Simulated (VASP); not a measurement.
Here is a VASP 6.6.1 calculation.

Contents of INCAR:

```
SYSTEM = Ni
PREC     = Accurate       ! precision mode
ENCUT    = 520            ! plane-wave cutoff, eV
EDIFF    = 1E-6           ! SCF threshold, eV
ISMEAR   = 0              ! smearing method
SIGMA    = 0.15           ! smearing width, eV
LREAL    = .FALSE.        ! projectors in reciprocal space
LASPH    = .TRUE.         ! aspherical terms in the spheres
NELM     = 150            ! most SCF steps
ALGO     = Normal         ! electronic algorithm
ISIF     = 2              ! what is computed and relaxed
LWAVE    = .FALSE.        ! write WAVECAR
LCHARG   = .TRUE.         ! write CHGCAR
ISPIN    = 2              ! spin polarisation
MAGMOM   = 0.25           ! initial moments
LORBIT   = 11             ! projections on sites
NUPDOWN  = 0.25           ! fixed moment
LMAXMIX  = 4              ! l up to which the mixer works
GGA      = PE             ! functional
LELF     = .TRUE.         ! ELF
LVHAR    = .TRUE.       
NBANDS   = 15             ! bands
```

The input KPOINTS:

```
regular mesh
0
G
  24 24 24
  0 0 0
```

Contents of POSCAR:

```
Ni
1.0
    0.0000000000      1.7232110558      1.7232110558
    1.7232110558      0.0000000000      1.7232110558
    1.7232110558      1.7232110558      0.0000000000
Ni
1
Direct
    0.0000000000      0.0000000000      0.0000000000
```

Potentials or basis: VASP PAW PBE potentials, release 64 (Ni).

Command:

```console
$ cat potpaw_PBE.64/Ni/POTCAR > POTCAR
$ mpirun -np 1 vasp_std > vasp.out
```

Task: Estimate the pressure.

Result: 13.2 GPa.

Caveat: the total moment is fixed, so each spin has its own Fermi level.
